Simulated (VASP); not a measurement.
Input of a VASP 6.6.1 run:

The input POSCAR:

```
Re
1.0
    2.7044413289      0.0000000000      0.0000000000
   -1.3522206645      2.3421148939      0.0000000000
    0.0000000000      0.0000000000      4.3671907899
Re
2
Direct
    0.6666666667      0.3333333333      0.7500000000
    0.3333333333      0.6666666667      0.2500000000
```

File INCAR.step1:

```
PREC = Accurate ; ENCUT = 520
EDIFF = 1E-5 ; ISMEAR = -1
SIGMA = 0.05 ; LREAL = False
LASPH = True ; NELM = 100
ALGO = Normal ; ISIF = 2
LWAVE = True ; LCHARG = False
GGA = PE ; NBANDS = 14
```

Contents of INCAR.step2:

```
PREC = Accurate ; ENCUT = 520
EDIFF = 1E-6 ; ISMEAR = -1
SIGMA = 0.05 ; LREAL = False
LASPH = True ; NELM = 100
ALGO = Normal ; ISIF = 2
LWAVE = False ; LCHARG = False
METAGGA = R2SCAN ; LHFCALC = True
AEXX = 0.5 ; LMIXTAU = True
PRECFOCK = Normal ; ISTART = 1
NBANDS = 14
```

File KPOINTS:

```
Automatic mesh
0
Gamma
  6 6 3
```

Potentials or basis: VASP PAW PBE potentials, release 64 (Re).

Run with:

```bash
$ cat potpaw_PBE.64/Re/POTCAR > POTCAR
$ cp INCAR.step1 INCAR
$ mpirun -np 1 vasp_std > vasp.out
$ cp INCAR.step2 INCAR
$ mpirun -np 1 vasp_std > vasp.out
```

What does it give for the pressure?

-1.6 GPa.

What does it give for the band gap on the k mesh?

Zero (bands 7 and 8 overlap by 5.11 eV).

Stress tensor (GPa, compression positive):
```
 2.51  0.00  0.00
 0.00  2.51  0.00
 0.00  0.00 -9.92
```

Caveat: the k points lie up to 0.48 Å⁻¹ apart, too coarse for converged energies and pressures of a metal; the PAW data sets were made with another functional, which shifts forces and pressure a little; spin-orbit coupling is left out, which moves the levels of the heavy elements.
